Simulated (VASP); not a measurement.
A run of VASP 6.6.1:

The input POSCAR:

```
SnSe2
1.0
    3.5189597693      0.0000000000      0.0000000000
   -1.7594798846      3.0475085551      0.0000000000
    0.0000000000      0.0000000000      7.7701561054
Sn Se
1 2
Direct
    0.0000000000      0.0000000000      0.0000000000
    0.3333333333      0.6666666667      0.2412719747
    0.6666666667      0.3333333333      0.7587280253
```

INCAR.step1

```
SYSTEM = SnSe2
PREC = Accurate
ENCUT = 520
ISMEAR = 0
SIGMA = 0.05
LREAL = .FALSE.
LASPH = .TRUE.
NELM = 60
NBANDS = 20
GGA = PE
ALGO = Normal
EDIFF = 1E-4
LWAVE = .TRUE.
LCHARG = .FALSE.
```

INCAR.step2

```
SYSTEM = SnSe2
PREC = Accurate
ENCUT = 520
EDIFF = 1E-6
ISMEAR = 0
SIGMA = 0.05
LREAL = .FALSE.
LASPH = .TRUE.
NELM = 60
ALGO = Normal
ISIF = 2
LWAVE = .FALSE.
LCHARG = .FALSE.
METAGGA = R2SCAN
LMIXTAU = .TRUE.
NBANDS = 20
ISTART = 1
```

KPOINTS

```
regular mesh
0
G
  12 12 6
  0 0 0
```

Potentials or basis: VASP PAW PBE potentials, release 64 (Sn_d, Se).

The run is started by

```console
$ cat potpaw_PBE.64/Sn_d/POTCAR potpaw_PBE.64/Se/POTCAR > POTCAR
$ cp INCAR.step1 INCAR
$ mpirun -np 1 vasp_std > vasp.out
$ cp INCAR.step2 INCAR
$ mpirun -np 1 vasp_std > vasp.out
```

Hardware: 1 thread of Intel(R) Xeon(R) Platinum 8488C (Sapphire Rapids), with other jobs on the host.

Question: Estimate the wall time of this run.

Answer: Run time: 7.3 min on 1 thread of Intel(R) Xeon(R) Platinum 8488C (Sapphire Rapids), on a shared host, peak memory 0.33 GiB. Counts: k points 100.
